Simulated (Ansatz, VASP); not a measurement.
ZnS: VASP beside Ansatz

The input INCAR:

```
ALGO = Normal
EDIFF = 1E-8
ENCUT = 520
GGA = PE
ISIF = 2
ISMEAR = -1
LASPH = T
LCHARG = F
LEFG = T
LREAL = F
LWAVE = F
NBANDS = 16
NELM = 100
PREC = Accurate
SIGMA = 0.05
```

File KPOINTS:

```
k-points
0
Gamma
  15 15 15
```

The input POSCAR:

```
ZnS
1.0
    0.0000000000      2.5302844416      2.5302844416
    2.5302844416      0.0000000000      2.5302844416
    2.5302844416      2.5302844416      0.0000000000
Zn S
1 1
Direct
    0.0000000000      0.0000000000      0.0000000000
    0.5000000000      0.5000000000      0.5000000000
```

Input for Ansatz:

```yaml
crystal:
  lattice:
    - [0.0, 2.5302844416, 2.5302844416]
    - [2.5302844416, 0.0, 2.5302844416]
    - [2.5302844416, 2.5302844416, 0.0]
  atoms:
    - { symbol: Zn, position: [0.0, 0.0, 0.0] }
    - { symbol: S, position: [0.5, 0.5, 0.5] }
kpoints:
  mp_grid: { grid: [15, 15, 15] }
scf:
  occupations: { method: fermi_dirac, width: 0.05 }
hamiltonian:
  xc: pbe
  pseudopotentials: { kind: paw }
output:
  forces: true
  stress: true
  eigenvalues: true
  efg: { contact_densities: true }
```

Change from the starting cell: volume scaled by 0.975, PAW files.

Alike in both runs: task electric field gradients; functional PBE; k mesh 15 × 15 × 15; occupations fermi-dirac, width 0.05 eV; no spin polarisation.

```csv
,VASP,Ansatz
version,VASP 6.6.1,Ansatz 0.2.0
potentials or method,"VASP PAW PBE potentials, release 64 (Zn, S)","PAW with Ansatz's default frozen-core files, scalar-relativistic"
plane-wave cutoff (eV),520,420
valence electrons in the cell,18,18
```

|  | VASP | Ansatz | Ansatz less VASP |
| --- | --- | --- | --- |
| pressure (GPa) | 2.5 | 2.3 | -0.16 |
